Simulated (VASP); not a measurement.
Set up this calculation in VASP 6.6.1, as the native input.

```
Task                   : single point
Functional             : PBEsol
Potentials or basis    : VASP PAW PBE potentials, release 64 (Ba_sv, Te)
Cutoff                 : 520 eV
k mesh                 : 6 × 6 × 6
Occupations            : gaussian, width 0.05 eV
Spin                   : no spin polarisation
Dipole correction      : no
Further INCAR settings : ALGO = Normal; EDIFF = 1e-07; NBANDS = 15
```

The structure of BaTe lies in POSCAR:

```
BaTe
1.0
    0.0000000000      3.4713973956      3.4713973956
    3.4713973956      0.0000000000      3.4713973956
    3.4713973956      3.4713973956      0.0000000000
Ba Te
1 1
Direct
    0.0103777088     -0.0082703199     -0.0038527617
    0.4896222912      0.5082703199      0.5038527617
```

This cell differs from its parent crystal: atoms moved at random.

One way to write it, as run:

INCAR

```
PREC = Accurate ; ENCUT = 520
EDIFF = 1E-7 ; ISMEAR = 0
SIGMA = 0.05 ; LREAL = False
LASPH = True ; NELM = 60
ALGO = Normal ; ISIF = 2
LWAVE = False ; LCHARG = False
GGA = PS ; NBANDS = 15
```

KPOINTS

```
Automatic mesh
0
Gamma
  6 6 6
```

Potentials or basis: VASP PAW PBE potentials, release 64 (Ba_sv, Te).

Command:

```bash
$ cat potpaw_PBE.64/Ba_sv/POTCAR potpaw_PBE.64/Te/POTCAR > POTCAR
$ mpirun -np 1 vasp_std > vasp.out
```

It gave:

| Item | Value |
| --- | --- |
| Pressure | 0.4 GPa |
| Largest force | 0.227 eV/Å |
| Band gap on the k mesh | 1.40 eV (least direct gap 1.77 eV) |

Caveat: the cell differs from its parent crystal (atoms moved at random); the PAW data sets were made with another functional, which shifts forces and pressure a little; spin-orbit coupling is left out, which moves the levels of the heavy elements.

Run time: 64 s on 1 thread of Intel(R) Xeon(R) 6975P-C (Granite Rapids), with other jobs on the host, peak memory 0.33 GiB.
